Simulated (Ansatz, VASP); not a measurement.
# Two plane-wave programs on Pt

```
Pt
1.0
     0.00000    1.96090    1.96090
     1.96090    0.00000    1.96090
     1.96090    1.96090    0.00000
Pt
1
Direct
  0.00000 0.00000 0.00000
```

Alike in both runs: task relaxation of cell and atoms; functional PBEsol; k mesh 9 × 9 × 9; occupations fermi-dirac, width 0.05 eV; no spin polarisation.

|  | VASP | Ansatz |
| --- | --- | --- |
| version | VASP 6.6.1 | Ansatz 0.2.0 |
| potentials or method | VASP PAW PBE potentials, release 64 (Pt) | plane waves, PAW |
| plane-wave cutoff (eV) | 500 | 420 |
| valence electrons in the cell | 10 | 18 |

|  | VASP | Ansatz | Ansatz less VASP |
| --- | --- | --- | --- |
| relaxed volume (Å³/atom) | 15.00 | 15.02 | +0.022 |
| relaxed cell length with the largest relative difference (Å) | 2.768 | 2.769 | +0.0014 |

VASP's potentials were made for PBE, not for PBEsol. VASP's potentials hold 10 valence electrons a cell and Ansatz's 18, so a difference there can come from the potentials and not from the codes.

Spin-orbit coupling is off throughout.
